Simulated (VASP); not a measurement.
# HfB2 (P6/mmm) in VASP: notebook, part 2 of 3

VASP 6.6.1. Earlier steps stand in the parts before.

### Step 3. Electric field gradients, PBE (equal xx and yy strain of -1 %)

INCAR

```
SYSTEM = HfB2
PREC     = Accurate       ! precision mode
ENCUT    = 520            ! plane-wave cutoff, eV
EDIFF    = 1E-8           ! SCF threshold, eV
ISMEAR   = -1             ! smearing method
SIGMA    = 0.05           ! smearing width, eV
LREAL    = .False.        ! projectors in reciprocal space
LASPH    = .True.         ! aspherical terms in the spheres
NELM     = 60             ! most SCF steps
ALGO     = Normal         ! electronic algorithm
ISIF     = 2              ! what is computed and relaxed
LWAVE    = .False.        ! write WAVECAR
LCHARG   = .False.        ! write CHGCAR
GGA      = PE             ! functional
LEFG     = .True.       
NBANDS   = 15             ! bands
```

KPOINTS

```
regular mesh
0
Gamma
  13 13 11
  0 0 0
```

POSCAR

```
HfB2
1.0
    3.1086000995      0.0000000000      0.0000000000
   -1.5543000498      2.6921266564      0.0000000000
    0.0000000000      0.0000000000      3.4800000000
Hf B
1 2
Direct
    0.0000000000      0.0000000000      0.0000000000
    0.3333333333      0.6666666667      0.5000000000
    0.6666666667      0.3333333333      0.5000000000
```

Potentials or basis: VASP PAW PBE potentials, release 64 (Hf_pv, B).

Started as:

```
> cat potpaw_PBE.64/Hf_pv/POTCAR potpaw_PBE.64/B/POTCAR > POTCAR
> mpirun -np 1 vasp_std > vasp.out
```

OUTCAR:

```text
SYSTEM = HfB2
   PREC = Accurate
   ENCUT = 520
   EDIFF = 1E-8
   ISMEAR = -1
   LREAL = .False.
   LASPH = .True.
   NELM = 60
   ISIF = 2
   GGA = PE

 ion  position               nearest neighbor table
   1  0.000  0.000  0.000-   2 2.50   3 2.50   2 2.50   3 2.50   3 2.50   3 2.50   2 2.50   2 2.50
                             3 2.50   3 2.50   2 2.50   2 2.50
   2  0.333  0.667  0.500-   3 1.79   3 1.79   3 1.79   1 2.50   1 2.50   1 2.50   1 2.50   1 2.50
                             1 2.50
   3  0.667  0.333  0.500-   2 1.79   2 1.79   2 1.79   1 2.50   1 2.50   1 2.50   1 2.50   1 2.50
                             1 2.50

  LATTYP: Found a hexagonal cell.
 ALAT       =     3.1086000995
 C/A-ratio  =     1.1194749690

  Lattice vectors:

 A1 = (   3.1086000995,   0.0000000000,   0.0000000000)
 A2 = (  -1.5543000498,   2.6921266564,   0.0000000000)
 A3 = (   0.0000000000,   0.0000000000,   3.4800000000)

Analysis of symmetry for initial positions (statically):
=====================================================================
 Subroutine PRICEL returns:
 Original cell was already a primitive cell.

 Routine SETGRP: Setting up the symmetry group for a
 hexagonal supercell.

 Subroutine GETGRP returns: Found 24 space group operations
 (whereof 24 operations were pure point group operations)
 out of a pool of 24 trial point group operations.

The static configuration has the point symmetry D_6h.

Analysis of symmetry for dynamics (positions and initial velocities):
=====================================================================
 Subroutine PRICEL returns:
 Original cell was already a primitive cell.

 Routine SETGRP: Setting up the symmetry group for a
 hexagonal supercell.

 Subroutine GETGRP returns: Found 24 space group operations
 (whereof 24 operations were pure point group operations)
 out of a pool of 24 trial point group operations.

The dynamic configuration has the point symmetry D_6h.

 Subroutine INISYM returns: Found 24 space group operations
 (whereof 24 operations are pure point group operations),
 and found     1 'primitive' translations

----------------------------------------------------------------------------------------

                                     Primitive cell

  volume of cell :      29.1232

  direct lattice vectors                    reciprocal lattice vectors
     3.108600099  0.000000000  0.000000000     0.321688209  0.185726774  0.000000000
    -1.554300050  2.692126656  0.000000000     0.000000000  0.371453549  0.000000000
     0.000000000  0.000000000  3.480000000     0.000000000  0.000000000  0.287356322

  length of vectors
     3.108600099  3.108600100  3.480000000     0.371453549  0.371453549  0.287356322

  position of ions in fractional coordinates (direct lattice)
     0.000000000  0.000000000  0.000000000
     0.333333333  0.666666667  0.500000000
     0.666666667  0.333333333  0.500000000

  ion indices of the primitive-cell ions
   primitive index   ion index
                 1           1
                 2           2
                 3           3

----------------------------------------------------------------------------------------

 KPOINTS: regular mesh
[... 90 lines left out ...]
  Fermi-wavevector in a.u.,A,eV,Ry     =   1.340813  2.533770 24.460284  1.797780
  Thomas-Fermi vector in A             =   2.469096
   LORBIT       =      0    0 simple, 1 ext, 2 COOP (PROOUT), +10 PAW based schemes
   GGA     = PE    functional components
   LHFCALC =     F    Hartree Fock is set to
   AEXX    =    0.0000 exact exchange contribution
   IVDW    =     0    specifies the selected vdW correction
   LEPSILON=     F    determine dielectric tensor
   LRPA    =     F    only Hartree local field effects (RPA)
 non-spin polarized calculation
  energy-cutoff  :      520.00
  volume of cell :       29.12
 maximum number of plane-waves:       798
 NGX is ok and might be reduce to    24
   NGX = 11   NGY = 11   NGZ = 13

 number of electron      15.9999999 magnetization

 Free energy of the ion-electron system (eV)
  ---------------------------------------------------
  ext. energy  EPLUGINS =         0.00000000
  ---------------------------------------------------
  free energy    TOTEN  =       -26.38598882 eV

  energy without entropy =      -26.38434392  energy(sigma->0) =      -26.38516637

 E-fermi :   7.8972     XC(G=0): -12.6899

 val. band max:        7.8315233734   @ k =   0.2308   0.2308   0.0000
 cond. band min:       7.9167742421   @ k =   0.3077   0.1538   0.0000
 fundamental gap:      0.0852508687
 Fermi energy:         7.8972133899

 k-point     1 :       0.0000    0.0000    0.0000
  band No.  band energies     occupation
      1     -22.7641      2.00000
      2     -22.2197      2.00000
      3     -22.2197      2.00000
      4      -6.0472      2.00000
      5       4.7243      2.00000
      6       4.9631      2.00000
      7       4.9631      2.00000
      8       4.9670      2.00000
      9      11.9653      0.00000
     10      11.9653      0.00000
     11      12.5097      0.00000
     12      12.5097      0.00000
     13      12.9807      0.00000
     14      12.9807      0.00000
[... 401 lines left out ...]
      2     -22.4090      2.00000
      3     -22.2604      2.00000
      4      -5.4136      2.00000
      5       3.6312      2.00000
      6       3.9202      2.00000
      7       4.9302      2.00000
      8       5.8498      2.00000
      9      10.1121      0.00000
     10      10.6243      0.00000
     11      12.5010      0.00000
     12      12.6840      0.00000
     13      13.5254      0.00000
     14      15.0374      0.00000
     15      15.3485      0.00000

 [... further k-points ...]
[... 5 lines left out ...]
  --------------------------------------------------------------------------------------
  -------------------------------------------------------------------------------------
  Total        1.4352363      1.4352363      0.7018453     -0.0000000      0.0000000      0.0000000
  in kB       78.9576832     78.9576832     38.6111196     -0.0000000      0.0000000      0.0000000
  external PRESSURE =      65.5088286 kB  Pullay stress =       0.0000000 kB

 VOLUME and BASIS-vectors are now :
 -----------------------------------------------------------------------------
  energy-cutoff  :      520.00
  volume of cell :       29.12
      direct lattice vectors                 reciprocal lattice vectors
     3.108600099  0.000000000  0.000000000     0.321688209  0.185726774  0.000000000
    -1.554300050  2.692126656  0.000000000     0.000000000  0.371453549  0.000000000
     0.000000000  0.000000000  3.480000000     0.000000000  0.000000000  0.287356322

 POSITION                                       TOTAL-FORCE (eV/Angst)
 -----------------------------------------------------------------------------------
      0.00000      0.00000      0.00000         0.000000     -0.000000      0.000000
     -0.00000      1.79475      1.74000         0.000000      0.000000      0.000000
      1.55430      0.89738      1.74000         0.000000     -0.000000      0.000000
 -----------------------------------------------------------------------------------
    total drift:                               -0.000000      0.000000      0.000000

  FREE ENERGIE OF THE ION-ELECTRON SYSTEM (eV)
  ---------------------------------------------------
  free  energy   TOTEN  =       -26.3859888182 eV

  energy  without entropy=      -26.3843439228  energy(sigma->0) =      -26.38516637

 Electric field gradients (V/A^2)
---------------------------------------------------------------------
 ion       V_xx      V_yy      V_zz      V_xy      V_xz      V_yz
---------------------------------------------------------------------
   1     -39.984   -39.984    79.968    -0.000    -0.000     0.000
   2      -1.052    -1.052     2.105    -0.000     0.000    -0.000
   3      -1.052    -1.052     2.105    -0.000     0.000     0.000
---------------------------------------------------------------------

 Electric field gradients after diagonalization (V/A^2)
 (convention: |V_zz| > |V_xx| > |V_yy|)
----------------------------------------------------------------------
 ion       V_xx      V_yy      V_zz     asymmetry (V_yy - V_xx)/ V_zz
----------------------------------------------------------------------
   1     -39.984   -39.984    79.968       0.000
   2      -1.052    -1.052     2.105       0.000
   3      -1.052    -1.052     2.105       0.000
----------------------------------------------------------------------

           NMR quadrupolar parameters

 Cq : quadrupolar parameter    Cq=e*Q*V_zz/h
 eta: asymmetry parameters     (V_yy - V_xx)/ V_zz
 Q  : nuclear electric quadrupole moment in mb (millibarn)
----------------------------------------------------------------------
 ion       Cq(MHz)       eta       Q (mb)
----------------------------------------------------------------------
   1       0.193       0.000       1.000
   2       0.005       0.000       1.000
   3       0.005       0.000       1.000
----------------------------------------------------------------------
```

Run time: 47 s. Hardware: 1 thread of Intel Xeon Platinum 8259CL at 2.50GHz (Skylake/Cascade Lake), shared host; peak memory 0.18 GiB.

What came out:

* Free energy: -26.3860 eV
* Pressure: 6.6 GPa
* Band gap on the k mesh: zero (band 8 reaches 8.58 eV, above the bottom of band 9 at 7.43 eV)

Levels at points of the mesh, in eV from the Fermi level:
| k point | band 4 | band 5 | band 6 | band 7 | band 8 | band 9 | band 10 | band 11 | band 12 | band 13 |
| --- | --- | --- | --- | --- | --- | --- | --- | --- | --- | --- |
| (0.00, 0.00, 0.00) | -13.94 | -3.17 | -2.93 | -2.93 | -2.93 | 4.07 | 4.07 | 4.61 | 4.61 | 5.08 |

Electric field gradients, principal values (V/Å²):
| atom | least | middle | greatest (by size) |
| --- | --- | --- | --- |
| 1 Hf | -39.984 | -39.984 | 79.968 |
| 2 B | -1.052 | -1.052 | 2.105 |
| 3 B | -1.052 | -1.052 | 2.105 |

Caveat: the cell differs from its parent crystal (equal xx and yy strain of -1 %); without QUAD_EFG the Cq values of the log hold for a quadrupole moment of 1 mb, not for the nuclei; spin-orbit coupling is left out, which moves the levels of the heavy elements.

### Step 4. Electric field gradients, PBE

This run uses another cell than the first one, of 9.90 Å³/atom, 1.020 times its volume.

INCAR

```
  PREC = Accurate
  ENCUT = 520
  EDIFF = 1E-8
  ISMEAR = -1
  SIGMA = 0.05
  LREAL = False
  LASPH = True
  NELM = 80
  ALGO = Normal
  ISIF = 2
  LWAVE = False
  LCHARG = False
  GGA = PE
  LEFG = True
  NBANDS = 15
```

KPOINTS

```
Automatic mesh
0
Gamma
  13 13 11
```

POSCAR

```
HfB2
1.0
    3.1400001005      0.0000000000      0.0000000000
   -1.5700000503      2.7193198549      0.0000000000
    0.0000000000      0.0000000000      3.4800000000
Hf B
1 2
Direct
    0.0000000000      0.0000000000      0.0000000000
    0.3333333333      0.6666666667      0.5000000000
    0.6666666667      0.3333333333      0.5000000000
```

Potentials or basis: VASP PAW PBE potentials, release 64 (Hf_pv, B).

Started as:

```
> cat potpaw_PBE.64/Hf_pv/POTCAR potpaw_PBE.64/B/POTCAR > POTCAR
> mpirun -np 1 vasp_std > vasp.out
```

OUTCAR:

```text
PREC = Accurate
   ENCUT = 520
   EDIFF = 1E-8
   ISMEAR = -1
   LREAL = False
   LASPH = True
   NELM = 80
   ISIF = 2
   GGA = PE

 ion  position               nearest neighbor table
   1  0.000  0.000  0.000-   2 2.51   3 2.51   2 2.51   3 2.51   3 2.51   3 2.51   2 2.51   2 2.51
                             3 2.51   3 2.51   2 2.51   2 2.51
   2  0.333  0.667  0.500-   3 1.81   3 1.81   3 1.81   1 2.51   1 2.51   1 2.51   1 2.51   1 2.51
                             1 2.51
   3  0.667  0.333  0.500-   2 1.81   2 1.81   2 1.81   1 2.51   1 2.51   1 2.51   1 2.51   1 2.51
                             1 2.51

  LATTYP: Found a hexagonal cell.
 ALAT       =     3.1400001005
 C/A-ratio  =     1.1082802193
[... 659 lines left out ...]
 ion       V_xx      V_yy      V_zz      V_xy      V_xz      V_yz
---------------------------------------------------------------------
   1     -38.370   -38.370    76.741    -0.000     0.000     0.000
   2      -0.759    -0.759     1.518    -0.000     0.000     0.000
   3      -0.759    -0.759     1.518    -0.000     0.000     0.000
---------------------------------------------------------------------

 Electric field gradients after diagonalization (V/A^2)
 (convention: |V_zz| > |V_xx| > |V_yy|)
----------------------------------------------------------------------
 ion       V_xx      V_yy      V_zz     asymmetry (V_yy - V_xx)/ V_zz
----------------------------------------------------------------------
   1     -38.370   -38.370    76.741       0.000
   2      -0.759    -0.759     1.518       0.000
   3      -0.759    -0.759     1.518       0.000
----------------------------------------------------------------------

           NMR quadrupolar parameters

 Cq : quadrupolar parameter    Cq=e*Q*V_zz/h
 eta: asymmetry parameters     (V_yy - V_xx)/ V_zz
 Q  : nuclear electric quadrupole moment in mb (millibarn)
----------------------------------------------------------------------
 ion       Cq(MHz)       eta       Q (mb)
----------------------------------------------------------------------
   1       0.186       0.000       1.000
   2       0.004       0.000       1.000
   3       0.004       0.000       1.000
----------------------------------------------------------------------
```

OSZICAR:

```text
N       E                     dE             d eps       ncg     rms          rms(c)
DAV:   1     0.286096790181E+02    0.28610E+02   -0.80907E+03  3780   0.102E+03
DAV:   2    -0.272737168524E+02   -0.55883E+02   -0.52124E+02  5014   0.217E+02
DAV:   3    -0.287736418834E+02   -0.14999E+01   -0.14928E+01  4998   0.265E+01
DAV:   4    -0.287799051169E+02   -0.62632E-02   -0.62607E-02  4396   0.209E+00
DAV:   5    -0.287799422547E+02   -0.37138E-04   -0.37135E-04  5026   0.143E-01    0.525E+01
DAV:   6    -0.265172919466E+02    0.22627E+01   -0.27862E+00  4620   0.120E+01    0.385E+01
DAV:   7    -0.264687186108E+02    0.48573E-01   -0.95644E-01  4837   0.710E+00    0.117E+01
DAV:   8    -0.264067673722E+02    0.61951E-01   -0.23804E-01  4438   0.369E+00    0.164E+00
DAV:   9    -0.264024130284E+02    0.43543E-02   -0.19476E-02  4452   0.113E+00    0.381E-01
DAV:  10    -0.264022221407E+02    0.19089E-03   -0.79301E-04  4788   0.236E-01    0.258E-01
DAV:  11    -0.264022303701E+02   -0.82294E-05   -0.52727E-05  4578   0.549E-02    0.946E-02
DAV:  12    -0.264022279303E+02    0.24398E-05   -0.30615E-06  4557   0.127E-02    0.116E-02
DAV:  13    -0.264022280123E+02   -0.82034E-07   -0.22392E-07  4809   0.378E-03    0.166E-03
DAV:  14    -0.264022280238E+02   -0.11482E-07   -0.23952E-08  4340   0.127E-03    0.850E-04
DAV:  15    -0.264022280397E+02   -0.15876E-07   -0.20746E-09  2205   0.376E-04    0.879E-04
DAV:  16    -0.264022280365E+02    0.32126E-08   -0.16110E-10  2044   0.110E-04
   1 F= -.26402228E+02 E0= -.26401371E+02  d E =-.171476E-02
```

It took 42 s on 1 thread of Intel Xeon 6975P-C, shared host; peak memory 0.19 GiB.

Results:

- Free energy: -26.4022 eV
- Pressure: 1.0 GPa
- Band gap on the k mesh: zero (band 8 reaches 8.31 eV, above the bottom of band 9 at 7.28 eV)

Levels at points of the mesh, in eV from the Fermi level:
| k point | band 4 | band 5 | band 6 | band 7 | band 8 | band 9 | band 10 | band 11 | band 12 | band 13 |
| --- | --- | --- | --- | --- | --- | --- | --- | --- | --- | --- |
| (0.00, 0.00, 0.00) | -13.84 | -3.09 | -2.98 | -2.98 | -2.87 | 3.94 | 3.94 | 4.58 | 4.58 | 4.91 |

Electric field gradients, principal values (V/Å²):
```csv
atom,least,middle,greatest (by size)
1 Hf,-38.370,-38.370,76.741
2 B,-0.759,-0.759,1.518
3 B,-0.759,-0.759,1.518
```

Caveat: without QUAD_EFG the Cq values of the log hold for a quadrupole moment of 1 mb, not for the nuclei; spin-orbit coupling is left out, which moves the levels of the heavy elements.

[end of part 2 of 3]
